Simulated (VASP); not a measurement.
LiF (Griceite), 2 atoms in the cell. It takes space group Fm-3m (No. 225, cubic). Conventional cell: a = 3.955 Å, b = 3.955 Å, c = 3.955 Å, α = 90.00°, β = 90.00°, γ = 90.00°. Li (site symmetry m-3m) has 6 F at 1.98 Å within 2.6 Å. Within 2.6 Å of F (site symmetry m-3m) lie 6 Li at 1.98 Å. 

```yaml
Program: VASP 6.6.1
Task: single point
Functional: PBEsol
Potentials_or_basis: VASP PAW PBE potentials, release 64 (Li_sv, F)
Cutoff: 750 eV
k_mesh: 7 × 7 × 7
Occupations: gaussian, width 0.01 eV
Spin: no spin polarisation
Dipole_correction: no
Further_INCAR_settings: ALGO = Normal; EDIFF = 1e-06; NBANDS = 12
```

Potentials or basis: VASP PAW PBE potentials, release 64 (Li_sv, F).

Run with:

```bash
$ cat potpaw_PBE.64/Li_sv/POTCAR potpaw_PBE.64/F/POTCAR > POTCAR
$ mpirun -np 1 vasp_std > vasp.out
```

Hardware: 1 thread of Intel Xeon 8259CL (shared host).

Problem. How long does it take, and how much memory?

Solution. Wall time 11 s on 1 thread of Intel Xeon 8259CL, on a shared host, peak memory 0.15 GiB. Counts: scf iterations 11, k points 20.
